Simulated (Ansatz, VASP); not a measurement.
## Two plane-wave programs on CuO

```
Cu O
1.0
     2.34465   -1.71340    0.00000
     2.34465    1.71340    0.00000
    -0.86055    0.00000    5.05944
Cu O
2 2
Cartesian
  1.1723 0.8457 0.0000
  0.7420 -0.8457 2.5297
  2.0724 -0.2841 1.2836
  1.6421 0.2841 3.8133
```

Alike in both runs: task single point; functional LDA; k mesh 7 × 7 × 4; occupations gaussian, width 0.05 eV; collinear spin; Hubbard terms Cu d U = 5.0 eV.

```csv
,VASP,Ansatz
version,VASP 6.6.1,Ansatz 0.2.0
potentials or method,"VASP PAW LDA potentials, release 64 (Cu, O), cutoff 520 eV","scalar-relativistic, plane waves, PAW"
valence electrons in the cell,34,50
```

|  | VASP | Ansatz | Ansatz less VASP |
| --- | --- | --- | --- |
| gap on the k mesh at the Fermi level (eV) | none | none | - |
| pressure (GPa) | -11.3 | -6.6 | +4.71 |
| traceless stress, the component that is largest in VASP (GPa) | 3.07 | 2.43 | -0.639 |
| rms of the force components (eV/Å) | 0.415 | 0.455 | +0.0400 |
| net moment per atom (μB) | 0.49 | 0.38 | -0.116 |
| size of the moment on the site where the two differ most (μB) | 0.64 | 0.46 | -0.176 |

The net moments are unlike, so the other rows may belong to different states. LDA's correlation is that of Perdew and Zunger in VASP and of Perdew and Wang (1992) in Ansatz. Site moments also hang on the region over which each program counts them. The programs project onto different local orbitals, so the same U acts differently, and such runs can settle in different states. Atom by atom the forces differ by 0.042 eV/Å (rms over components). A gap of «none» marks a metal or a gap that the smearing closes. VASP's potentials hold 34 valence electrons a cell and Ansatz's 50, so a difference there can come from the potentials and not from the codes. Ansatz's warnings: filled band counts differ across k points, stress scf threshold loose.
